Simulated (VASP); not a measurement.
Crystal: AsO3.

```
CELL_PARAMETERS angstrom
3.48855 0.00000 0.00000
0.00000 3.48855 0.00000
0.00000 0.00000 3.48855
ATOMIC_POSITIONS crystal
As 0.00000 0.00000 0.00000
O 0.00000 0.50000 0.50000
O 0.50000 0.00000 0.50000
O 0.50000 0.50000 0.00000
```

- Program: VASP 6.6.1
- Task: relaxation of cell and atoms
- Functional: PBE
- Potentials or basis: VASP PAW PBE potentials, release 64 (As, O)
- Cutoff: 600 eV
- k mesh: 6 × 6 × 6
- Occupations: gaussian, width 0.1 eV
- Spin: no spin polarisation

At the start: pressure -10.9 GPa; volume 10.61 Å³/atom.

Task: Where does the relaxation end?

Result: Over 3 steps the energy falls by 32.8 meV/atom and the volume is 9.71 Å³/atom (-8.5 %); space group Pm-3m (No. 221, to 0.05 Å).

Step by step:
```
step  energy change (eV)  largest force (eV/Å)  pressure (GPa)  volume (Å³)
   1              0.0000                0.0000          -10.95        42.46
   2             -0.1252                0.0000            2.62        38.15
   3             -0.1311                0.0000            0.16        38.84
```

Final structure:
```
CELL_PARAMETERS angstrom
3.38655 0.00000 0.00000
0.00000 3.38655 0.00000
0.00000 0.00000 3.38655
ATOMIC_POSITIONS crystal
As 0.00000 0.00000 0.00000
O 0.00000 0.50000 0.50000
O 0.50000 0.00000 0.50000
O 0.50000 0.50000 0.00000
```

Caveat: an odd number of electrons without spin polarisation forces a metal; a magnetic or distorted state may lie lower.
